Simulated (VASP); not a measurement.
Set up this calculation in VASP 6.6.1, as the native input.

- Task: electric field gradients
- Functional: PBE
- Potentials or basis: VASP PAW PBE potentials, release 64 (Li_sv, Cl)
- Cutoff: 520 eV
- k mesh: 9 × 9 × 9
- Occupations: fermi-dirac, width 0.02 eV
- Spin: no spin polarisation
- Dipole correction: no
- Further INCAR settings: ALGO = Normal; EDIFF = 1e-08; NBANDS = 12

The structure of LiCl lies in POSCAR:

```
LiCl
1.0
    0.0000000000      2.5421223390      2.5421223390
    2.5421223390      0.0000000000      2.5421223390
    2.5421223390      2.5421223390      0.0000000000
Li Cl
1 1
Direct
    0.0000000000      0.0000000000      0.0000000000
    0.5000000000      0.5000000000      0.5000000000
```

The input as run:

INCAR

```
PREC = Accurate
ENCUT = 520
EDIFF = 1E-8
ISMEAR = -1
SIGMA = 0.02
LREAL = F
LASPH = T
NELM = 80
ALGO = Normal
ISIF = 2
LWAVE = F
LCHARG = F
GGA = PE
LEFG = T
NBANDS = 12
```

KPOINTS

```
regular mesh
0
Gamma
  9 9 9
```

Potentials or basis: VASP PAW PBE potentials, release 64 (Li_sv, Cl).

Run with:

```sh
$ cat potpaw_PBE.64/Li_sv/POTCAR potpaw_PBE.64/Cl/POTCAR > POTCAR
$ mpirun -np 1 vasp_std > vasp.out
```

Results of the run:

The band gap on the k mesh is 6.50 eV, direct.

Caveat: without QUAD_EFG the Cq values of the log hold for a quadrupole moment of 1 mb, not for the nuclei.

Wall time 31 s on 1 thread of Intel Xeon 8259CL (shared host), peak memory 0.15 GiB.
